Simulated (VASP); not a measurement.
Wanted: the native input for a VASP 6.6.1 run.

| Property | Result |
| --- | --- |
| Task | single point |
| Functional | PBE |
| Potentials or basis | VASP PAW PBE potentials, release 64 (Ti_sv) |
| Cutoff | 520 eV |
| k mesh | 15 × 15 × 15 |
| Occupations | fermi-dirac, width 0.05 eV |
| Spin | no spin polarisation |
| Dipole correction | no |
| Further INCAR settings | ALGO = Normal; EDIFF = 1e-06; NBANDS = 12 |

The structure of Ti lies in POSCAR:

```
Ti
1.0
    0.0000000000      2.0503000000      2.0300000000
    2.0503000000      0.0000000000      2.0300000000
    2.0503000000      2.0503000000      0.0000000000
Ti
1
Direct
    0.0000000000      0.0000000000      0.0000000000
```

This cell differs from its parent crystal: equal xx and yy strain of +1 %.

These files were run (other wordings do the same):

INCAR

```
PREC = Accurate ; ENCUT = 520
EDIFF = 1E-6 ; ISMEAR = -1
SIGMA = 0.05 ; LREAL = F
LASPH = T ; NELM = 60
ALGO = Normal ; ISIF = 2
LWAVE = F ; LCHARG = T
GGA = PE ; LELF = T
LVHAR = T ; NBANDS = 12
```

KPOINTS

```
regular mesh
0
Gamma
  15 15 15
```

Potentials or basis: VASP PAW PBE potentials, release 64 (Ti_sv).

Command:

```bash
$ cat potpaw_PBE.64/Ti_sv/POTCAR > POTCAR
$ mpirun -np 1 vasp_std > vasp.out
```

Results of the run:

```
Pressure               : 1.8 GPa
Band gap on the k mesh : zero (bands 6 and 7 overlap by 1.15 eV)
```

Caveat: the cell differs from its parent crystal (equal xx and yy strain of +1 %).

Run time: 46 s on 1 thread of Intel Xeon 8259CL (shared host), peak memory 0.18 GiB.
